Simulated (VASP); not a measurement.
# Sn (Fd-3m) in VASP: notebook

Sn is run at these levels: PBE; tasks: single point.

All numbers are computed with VASP 6.6.1; they aren't measurements. Logs are shortened: lines on timing, memory, paths and dates and some standing lists are left out, and cuts for length are marked.

## 1. The cell of the first run

Symmetry: Fd-3m, No. 227, cubic system. The conventional cell has a = 6.359 Å, b = 6.359 Å, c = 6.359 Å, α = 90.00°, β = 90.00°, γ = 90.00°. Sn (site symmetry -43m) has 4 Sn at 2.75 Å within 3.6 Å.

## 2. Single point, PBE (volume scaled by 0.94)

Contents of INCAR:

```
PREC     = Accurate       # precision mode
ENCUT    = 520            # plane-wave cutoff, eV
EDIFF    = 1E-6           # SCF threshold, eV
ISMEAR   = -1             # smearing method
SIGMA    = 0.03           # smearing width, eV
LREAL    = F              # projectors in reciprocal space
LASPH    = T              # aspherical terms in the spheres
NELM     = 80             # most SCF steps
ALGO     = Normal         # electronic algorithm
ISIF     = 2              # what is computed and relaxed
LWAVE    = F              # write WAVECAR
LCHARG   = T              # write CHGCAR
GGA      = PE             # functional
LELF     = T              # ELF
LVHAR    = T            
NBANDS   = 21             # bands
```

Contents of KPOINTS:

```
Automatic mesh
0
Gamma
  9 9 9
```

Contents of POSCAR:

```
Sn
1.0
    0.0000000000      3.1793446744      3.1793446744
    3.1793446744      0.0000000000      3.1793446744
    3.1793446744      3.1793446744      0.0000000000
Sn
2
Direct
    0.5000000000      0.5000000000      0.5000000000
    0.7500000000      0.7500000000      0.7500000000
```

Potentials or basis: VASP PAW PBE potentials, release 64 (Sn_d).

Launch:

```bash
> cat potpaw_PBE.64/Sn_d/POTCAR > POTCAR
> mpirun -np 1 vasp_std > vasp.out
```

OUTCAR:

```text
PREC = Accurate
   ENCUT = 520
   EDIFF = 1E-6
   ISMEAR = -1
   LREAL = F
   LASPH = T
   NELM = 80
   ISIF = 2
   GGA = PE

 ion  position               nearest neighbor table
   1  0.500  0.500  0.500-   2 2.75   2 2.75   2 2.75   2 2.75
   2  0.750  0.750  0.750-   1 2.75   1 2.75   1 2.75   1 2.75

  LATTYP: Found a face centered cubic cell.
 ALAT       =     6.3586893488

  Lattice vectors:

 A1 = (   0.0000000000,   3.1793446744,   3.1793446744)
 A2 = (   3.1793446744,   0.0000000000,   3.1793446744)
 A3 = (   3.1793446744,   3.1793446744,   0.0000000000)

Analysis of symmetry for initial positions (statically):
=====================================================================
 Subroutine PRICEL returns:
 Original cell was already a primitive cell.

 Routine SETGRP: Setting up the symmetry group for a
 face centered cubic supercell.

 Subroutine GETGRP returns: Found 48 space group operations
 (whereof 24 operations were pure point group operations)
 out of a pool of 48 trial point group operations.

The static configuration has the point symmetry T_d .
 The point group associated with its full space group is O_h .

Analysis of symmetry for dynamics (positions and initial velocities):
=====================================================================
 Subroutine PRICEL returns:
 Original cell was already a primitive cell.

 Routine SETGRP: Setting up the symmetry group for a
 face centered cubic supercell.

 Subroutine GETGRP returns: Found 48 space group operations
 (whereof 24 operations were pure point group operations)
 out of a pool of 48 trial point group operations.

The dynamic configuration has the point symmetry T_d .
 The point group associated with its full space group is O_h .

 Subroutine INISYM returns: Found 48 space group operations
 (whereof 24 operations are pure point group operations),
 and found     1 'primitive' translations

----------------------------------------------------------------------------------------

                                     Primitive cell

  volume of cell :      64.2751

  direct lattice vectors                    reciprocal lattice vectors
     0.000000000  3.179344674  3.179344674    -0.157265113  0.157265113  0.157265113
     3.179344674  0.000000000  3.179344674     0.157265113 -0.157265113  0.157265113
     3.179344674  3.179344674  0.000000000     0.157265113  0.157265113 -0.157265113

  length of vectors
     4.496272358  4.496272358  4.496272358     0.272391166  0.272391166  0.272391166

  position of ions in fractional coordinates (direct lattice)
     0.500000000  0.500000000  0.500000000
     0.750000000  0.750000000  0.750000000

  ion indices of the primitive-cell ions
   primitive index   ion index
                 1           1
                 2           2

----------------------------------------------------------------------------------------

 KPOINTS: Automatic mesh

Automatic generation of k-mesh.
 Grid dimensions read from file:
 generate k-points for:    9    9    9

 Generating k-lattice:

  Cartesian coordinates                     Fractional coordinates (reciprocal lattice)
    -0.017473901  0.017473901  0.017473901     0.111111111  0.000000000  0.000000000
     0.017473901 -0.017473901  0.017473901     0.000000000  0.111111111  0.000000000
     0.017473901  0.017473901 -0.017473901     0.000000000  0.000000000  0.111111111

  Length of vectors
     0.030265685  0.030265685  0.030265685

  Shift w.r.t. Gamma in fractional coordinates (k-lattice)
     0.000000000  0.000000000  0.000000000

 Subroutine IBZKPT returns following result:
 ===========================================

 Found     35 irreducible k-points:

 Following reciprocal coordinates:
            Coordinates               Weight
  0.000000  0.000000  0.000000      1.000000
  0.111111  0.000000  0.000000      8.000000
  0.222222  0.000000  0.000000      8.000000
  0.333333  0.000000  0.000000      8.000000
  0.444444  0.000000  0.000000      8.000000
  0.111111  0.111111  0.000000      6.000000
[... 16 lines left out ...]
 -0.333333  0.333333  0.000000     12.000000
  0.444444  0.444444  0.000000      6.000000
 [... further k-points ...]
   k-points           NKPTS =     35   k-points in BZ     NKDIM =     35   number of bands    NBANDS=     21
   number of dos      NEDOS =    301   number of ions     NIONS =      2
   total plane-waves  NPLWV =  46656
   dimension x,y,z NGX =    36 NGY =   36 NGZ =   36
   dimension x,y,z NGXF=    72 NGYF=   72 NGZF=   72
   ions per type =               2
   NGX,Y,Z   is equivalent  to a cutoff of  13.31, 13.31, 13.31 a.u.
   NGXF,Y,Z  is equivalent  to a cutoff of  26.62, 26.62, 26.62 a.u.
 SYSTEM =  unknown system
   PREC   = accura    normal or accurate (medium, high low for compatibility)
   ISTART =      0    job   : 0-new  1-cont  2-samecut
   ICHARG =      2    charge: 1-file 2-atom 10-const
   ISPIN  =      1    spin polarized calculation?
   LNONCOLLINEAR =      F non collinear calculations
   LSORBIT =      F    spin-orbit coupling
   LASPH  =      T    aspherical Exc in radial PAW
   ENCUT  =  520.0 eV  38.22 Ry    6.18 a.u.   8.36  8.36  8.36*2*pi/ulx,y,z
   NELM   =     80;   NELMIN=  2; NELMDL= -5     # of ELM steps
   EDIFF  = 0.1E-05   stopping-criterion for ELM
   LREAL  =      F    real-space projection
   EDIFFG = 0.1E-04   stopping-criterion for IOM
   NSW    =      0    number of steps for IOM
   IBRION =     -1    ionic relax: 0-MD 1-quasi-New 2-CG
   NFREE  =      0    steps in history (QN), initial steepest desc. (CG)
   ISIF   =      2    stress and relaxation
   ISYM   =      2    0-nonsym 1-usesym 2-fastsym
   POTIM  = 0.5000    time-step for ionic-motion
   TEBEG  =    0.0;   TEEND  =   0.0 temperature during run
   PSTRESS=    0.0 pullay stress
   NELECT =      28.0000    total number of electrons
   NUPDOWN=      -1.0000    fix difference up-down
   EMIN   =  10.00;   EMAX   =-10.00  energy-range for DOS
   EFERMI =   0.00;   METHOD = LEGACY
   ISMEAR =    -1;   SIGMA  =   0.03  broadening in eV -4-tet -1-fermi 0-gaus
   EFERMI_NEDOS =   21; number of points for ismear=-14 and -15
   IALGO  =     38    algorithm
   IMIX   =      4    mixing-type and parameters
     AMIX     =   0.40;   BMIX     =  1.00
     AMIX_MAG =   1.60;   BMIX_MAG =  1.00
  volume/ion in A,a.u.               =      32.14       216.87
  Fermi-wavevector in a.u.,A,eV,Ry     =   1.241023  2.345194 20.954857  1.540139
  Thomas-Fermi vector in A             =   2.375439
   LORBIT       =      0    0 simple, 1 ext, 2 COOP (PROOUT), +10 PAW based schemes
   GGA     = PE    functional components
   LHFCALC =     F    Hartree Fock is set to
   AEXX    =    0.0000 exact exchange contribution
   IVDW    =     0    specifies the selected vdW correction
   LEPSILON=     F    determine dielectric tensor
   LRPA    =     F    only Hartree local field effects (RPA)
 non-spin polarized calculation
  energy-cutoff  :      520.00
  volume of cell :       64.28
 maximum number of plane-waves:      1759
 NGX is ok and might be reduce to    36
   NGX = 17   NGY = 17   NGZ = 17

 number of electron      28.0000003 magnetization

 Free energy of the ion-electron system (eV)
  ---------------------------------------------------
  ext. energy  EPLUGINS =         0.00000000
  ---------------------------------------------------
  free energy    TOTEN  =        -7.51433196 eV

  energy without entropy =       -7.51394159  energy(sigma->0) =       -7.51413678

 E-fermi :   6.3890     XC(G=0):  -9.1461

 val. band max:        6.1434714025   @ k =   0.1111   0.0000   0.0000
 cond. band min:       6.4016997775   @ k =   0.0000   0.0000   0.0000
 fundamental gap:      0.2582283750
 Fermi energy:         6.3889591522

 k-point     1 :       0.0000    0.0000    0.0000
  band No.  band energies     occupation
      1     -15.5052      2.00000
      2     -15.5052      2.00000
      3     -15.5052      2.00000
      4     -15.4367      2.00000
      5     -15.4367      2.00000
      6     -15.0739      2.00000
[... 13 lines left out ...]
     20      14.4245      0.00000
     21      14.4246      0.00000

 k-point     2 :       0.1111    0.0000    0.0000
  band No.  band energies     occupation
      1     -15.5160      2.00000
      2     -15.5160      2.00000
      3     -15.5018      2.00000
      4     -15.4216      2.00000
      5     -15.4216      2.00000
      6     -15.0939      2.00000
[... 13 lines left out ...]
     20      13.5414      0.00000
     21      13.5414      0.00000

 k-point     3 :       0.2222    0.0000    0.0000
  band No.  band energies     occupation
      1     -15.5322      2.00000
      2     -15.5322      2.00000
      3     -15.4931      2.00000
      4     -15.3954      2.00000
      5     -15.3954      2.00000
      6     -15.1173      2.00000
[... 13 lines left out ...]
     20      13.1978      0.00000
     21      13.1978      0.00000

 k-point     4 :       0.3333    0.0000    0.0000
  band No.  band energies     occupation
      1     -15.5426      2.00000
      2     -15.5426      2.00000
      3     -15.4829      2.00000
      4     -15.3754      2.00000
      5     -15.3754      2.00000
      6     -15.1325      2.00000
[... 13 lines left out ...]
     20      13.7421      0.00000
     21      13.7421      0.00000

 k-point     5 :       0.4444    0.0000    0.0000
  band No.  band energies     occupation
      1     -15.5470      2.00000
      2     -15.5470      2.00000
      3     -15.4760      2.00000
      4     -15.3664      2.00000
      5     -15.3664      2.00000
      6     -15.1385      2.00000
[... 13 lines left out ...]
     20      14.9138      0.00000
     21      14.9138      0.00000

 k-point     6 :       0.1111    0.1111    0.0000
  band No.  band energies     occupation
      1     -15.5142      2.00000
      2     -15.5132      2.00000
      3     -15.5132      2.00000
      4     -15.4250      2.00000
      5     -15.4057      2.00000
      6     -15.1260      2.00000
[... 13 lines left out ...]
     20      12.6341      0.00000
     21      14.5632      0.00000

 k-point     7 :       0.2222    0.1111    0.0000
  band No.  band energies     occupation
      1     -15.5349      2.00000
      2     -15.5256      2.00000
      3     -15.5014      2.00000
      4     -15.4051      2.00000
      5     -15.3765      2.00000
      6     -15.1579      2.00000
[... 13 lines left out ...]
     20      13.2206      0.00000
     21      14.1220      0.00000
[... 291 lines left out ...]
      1     -15.5515      2.00000
      2     -15.5515      2.00000
      3     -15.4913      2.00000
      4     -15.3400      2.00000
      5     -15.2906      2.00000
      6     -15.2639      2.00000
[... 13 lines left out ...]
     20      15.6831      0.00000
     21      15.9903      0.00000

 k-point    21 :       0.4444    0.3333    0.0000
  band No.  band energies     occupation
      1     -15.5690      2.00000
      2     -15.5589      2.00000
      3     -15.4564      2.00000
      4     -15.3212      2.00000
      5     -15.3103      2.00000
      6     -15.2336      2.00000
[... 13 lines left out ...]
     20      16.0607      0.00000
     21      16.3077      0.00000

 k-point    22 :      -0.4444    0.3333    0.0000
  band No.  band energies     occupation
      1     -15.5876      2.00000
      2     -15.5640      2.00000
      3     -15.4178      2.00000
      4     -15.3137      2.00000
      5     -15.2826      2.00000
      6     -15.2377      2.00000
[... 13 lines left out ...]
     20      15.0473      0.00000
     21      16.9804      0.00000

 k-point    23 :      -0.3333    0.3333    0.0000
  band No.  band energies     occupation
      1     -15.5930      2.00000
      2     -15.5655      2.00000
      3     -15.4089      2.00000
      4     -15.2895      2.00000
      5     -15.2789      2.00000
      6     -15.2562      2.00000
[... 13 lines left out ...]
     20      13.7747      0.00000
     21      17.1698      0.00000

 k-point    24 :       0.4444    0.4444    0.0000
  band No.  band energies     occupation
      1     -15.5632      2.00000
      2     -15.5632      2.00000
      3     -15.4430      2.00000
      4     -15.3736      2.00000
      5     -15.2775      2.00000
      6     -15.2115      2.00000
[... 13 lines left out ...]
     20      16.6657      0.00000
     21      16.6750      0.00000

 [... further k-points ...]
[... 5 lines left out ...]
  --------------------------------------------------------------------------------------
  -------------------------------------------------------------------------------------
  Total        2.7078655      2.7078655      2.7078655      0.0000000      0.0000000     -0.0000000
  in kB       67.4986109     67.4986109     67.4986109      0.0000000      0.0000000     -0.0000000
  external PRESSURE =      67.4986109 kB  Pullay stress =       0.0000000 kB

 VOLUME and BASIS-vectors are now :
 -----------------------------------------------------------------------------
  energy-cutoff  :      520.00
  volume of cell :       64.28
      direct lattice vectors                 reciprocal lattice vectors
     0.000000000  3.179344674  3.179344674    -0.157265113  0.157265113  0.157265113
     3.179344674  0.000000000  3.179344674     0.157265113 -0.157265113  0.157265113
     3.179344674  3.179344674  0.000000000     0.157265113  0.157265113 -0.157265113

 POSITION                                       TOTAL-FORCE (eV/Angst)
 -----------------------------------------------------------------------------------
      3.17934      3.17934      3.17934         0.000000      0.000000      0.000000
      4.76902      4.76902      4.76902        -0.000000     -0.000000     -0.000000
 -----------------------------------------------------------------------------------
    total drift:                                0.000000      0.000000      0.000000

  FREE ENERGIE OF THE ION-ELECTRON SYSTEM (eV)
  ---------------------------------------------------
  free  energy   TOTEN  =        -7.5143319637 eV

  energy  without entropy=       -7.5139415905  energy(sigma->0) =       -7.51413678
```

It took 49 s on 1 thread of Intel Xeon Platinum 8259CL at 2.50GHz (Skylake/Cascade Lake), shared host; peak memory 0.21 GiB.

What came out:

```
Free energy            : -7.5143 eV
Pressure               : 6.7 GPa
Band gap on the k mesh : zero (filled and empty bands touch)
```

Caveat: spin-orbit coupling is left out, which moves the levels of the heavy elements.

(Part 1 of 2 ends here.)
